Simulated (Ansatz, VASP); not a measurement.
# SnO in VASP and in Ansatz

```
Sn O
1.0
     3.93780    0.00000    0.00000
     0.00000    3.93780    0.00000
     0.00000    0.00000    4.17990
Sn O
2 2
Direct
  0.00000 0.50000 0.24253
  0.50000 0.00000 0.75747
  0.00000 0.00000 0.00000
  0.50000 0.50000 0.00000
```

Alike in both runs: task single point; functional PBEsol; k mesh 10 × 10 × 8; occupations gaussian, width 0.15 eV; no spin polarisation.

|  | VASP | Ansatz |
| --- | --- | --- |
| version | VASP 6.6.1 | Ansatz 0.2.0 |
| potentials or method | VASP PAW PBE potentials, release 64 (Sn_d, O), cutoff 520 eV | scalar-relativistic, plane waves, PAW |
| valence electrons in the cell | 40 | 40 |

```csv
,VASP,Ansatz,Ansatz less VASP
gap on the k mesh at the Fermi level (eV),0.44,0.45,+0.003
least direct gap on the mesh (eV),1.37,1.39,+0.016
pressure (GPa),3.5,3.2,-0.35
"traceless stress, the component that is largest in VASP (GPa)",5.39,5.50,+0.112
rms of the force components (eV/Å),0.452,0.415,-0.0366
```

VASP's potentials were made for PBE, not for PBEsol. Atom by atom the forces differ by 0.037 eV/Å (rms over components). With one functional, cell and mesh, what is left measures potentials, basis and numerics.
